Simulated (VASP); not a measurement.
The system is ZnO.

```xyz
4
Lattice="3.2494 0.0000 0.0000 -1.6247 2.8141 0.0000 0.0000 0.0000 5.2038" Properties=species:S:1:pos:R:3 pbc="T T T"
Zn    0.0000    1.8760    0.0000
Zn    1.6247    0.9380    2.6019
O     0.0000    1.8760    1.9884
O     1.6247    0.9380    4.5903
```

* Program: VASP 6.6.1
* Task: relaxation of cell and atoms
* Functional: PBE
* Potentials or basis: VASP PAW PBE potentials, release 64 (Zn, O)
* Cutoff: 600 eV
* k mesh: 6 × 6 × 4
* Occupations: gaussian, width 0.1 eV
* Spin: no spin polarisation

At the start: pressure 5.8 GPa; volume 11.90 Å³/atom.

Problem. How do energy, volume and symmetry change on relaxing?

Solution. Over 3 steps the energy falls by 8.8 meV/atom and the volume is 12.40 Å³/atom (+4.2 %); space group P6_3mc (No. 186, to 0.05 Å).

The path:
```
step  energy change (eV)  largest force (eV/Å)  pressure (GPa)  volume (Å³)
   1              0.0000                0.0323            5.85        47.58
   2             -0.0265                0.0211           -2.60        50.64
   3             -0.0350                0.0245           -0.05        49.58
```

Final structure:
```
CELL_PARAMETERS angstrom
3.29367 0.00000 0.00000
-1.64684 2.85240 0.00000
0.00000 0.00000 5.27758
ATOMIC_POSITIONS crystal
Zn 0.33333 0.66667 0.00020
Zn 0.66667 0.33333 0.50020
O 0.33333 0.66667 0.38190
O 0.66667 0.33333 0.88190
```
